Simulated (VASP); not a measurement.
Wanted: the native input for a VASP 6.6.1 run.

```yaml
Task: single point
Functional: PBE
Potentials_or_basis: VASP PAW PBE potentials, release 64 (Ru_pv)
Cutoff: 520 eV
k_mesh: 18 × 18 × 10
Occupations: gaussian, width 0.1 eV
Spin: no spin polarisation
Dipole_correction: no
Further_INCAR_settings: ALGO = Fast; EDIFF = 1e-07; NBANDS = 21
```

The structure of Ru lies in POSCAR:

```
Ru
1.0
    2.6022233585      0.0000000000      0.0000000000
   -1.3011116792      2.2535915348      0.0000000000
    0.0000000000      0.0000000000      4.1312493366
Ru
2
Direct
    0.3333333333      0.6666666667      0.2500000000
    0.6666666667      0.3333333333      0.7500000000
```

These files were run (other wordings do the same):

INCAR

```
SYSTEM = Ru
PREC = Accurate
ENCUT = 520
EDIFF = 1E-7
ISMEAR = 0
SIGMA = 0.1
LREAL = .FALSE.
LASPH = .TRUE.
NELM = 100
ALGO = Fast
ISIF = 2
LWAVE = .FALSE.
LCHARG = .FALSE.
GGA = PE
NBANDS = 21
```

KPOINTS

```
regular mesh
0
G
  18 18 10
  0 0 0
```

Potentials or basis: VASP PAW PBE potentials, release 64 (Ru_pv).

Command:

```console
$ cat potpaw_PBE.64/Ru_pv/POTCAR > POTCAR
$ mpirun -np 1 vasp_std > vasp.out
```

It gave:

The pressure is 54.3 GPa. The band gap on the k mesh is zero (bands 14 and 15 overlap by 3.73 eV).

Caveat: the cell stands under pressure.

It took 3 min on 1 thread of Intel Xeon 8259CL, with other jobs on the host, peak memory 0.21 GiB.
